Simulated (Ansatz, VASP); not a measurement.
Na: VASP beside Ansatz

```
CELL_PARAMETERS angstrom
-2.15985 2.15985 2.11750
2.15985 -2.15985 2.11750
2.15985 2.15985 -2.11750
ATOMIC_POSITIONS crystal
Na 0.00000 0.00000 0.00000
```

Change from the starting cell: equal xx and yy strain of +2 %.

Alike in both runs: task single point; functional PBE; k mesh 12 × 12 × 12; occupations fermi-dirac, width 0.05 eV; no spin polarisation.

|  | VASP | Ansatz |
| --- | --- | --- |
| version | VASP 6.6.1 | Ansatz 0.2.0 |
| potentials or method | VASP PAW PBE potentials, release 64 (Na_pv), cutoff 520 eV | all-electron LAPW, scalar-relativistic |

```csv
,VASP,Ansatz,Ansatz less VASP
pressure (GPa),-0.5,-0.4,+0.03
```

Ansatz ran all-electron here, and VASP with PAW potentials.
